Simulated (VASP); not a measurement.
Write the native input for VASP 6.6.1 that does the following.

```yaml
Task: single point
Functional: PBEsol
Potentials_or_basis: VASP PAW PBE potentials, release 64 (Rh_pv)
Cutoff: 520 eV
k_mesh: 22 × 22 × 22
Occupations: gaussian, width 0.15 eV
Spin: no spin polarisation
Dipole_correction: no
Further_INCAR_settings: ALGO = Fast; EDIFF = 1e-07; NBANDS = 14
```

The structure of Rh lies in POSCAR:

```
Rh
1.0
    0.0000000000      1.8540112500      1.9015500000
    1.8540112500      0.0000000000      1.9015500000
    1.8540112500      1.8540112500      0.0000000000
Rh
1
Direct
    0.0000000000      0.0000000000      0.0000000000
```

This cell differs from its parent crystal: strain -0.025 along x and y, +0.000 along z.

One way to write it, as run:

INCAR

```
SYSTEM = Rh
PREC = Accurate
ENCUT = 520
EDIFF = 1E-7
ISMEAR = 0
SIGMA = 0.15
LREAL = .FALSE.
LASPH = .TRUE.
NELM = 100
ALGO = Fast
ISIF = 2
LWAVE = .FALSE.
LCHARG = .FALSE.
GGA = PS
NBANDS = 14
```

KPOINTS

```
regular mesh
0
G
  22 22 22
  0 0 0
```

Potentials or basis: VASP PAW PBE potentials, release 64 (Rh_pv).

Launch:

```bash
$ cat potpaw_PBE.64/Rh_pv/POTCAR > POTCAR
$ mpirun -np 1 vasp_std > vasp.out
```

It gave:

```json
{"Pressure": "10.5 GPa"}
```

Caveat: the cell differs from its parent crystal (strain -0.025 along x and y, +0.000 along z); the PAW data sets were made with another functional, which shifts forces and pressure a little.

Run time: 95 s on 1 thread of Intel Xeon 6975P-C, with other jobs on the host, peak memory 0.24 GiB.
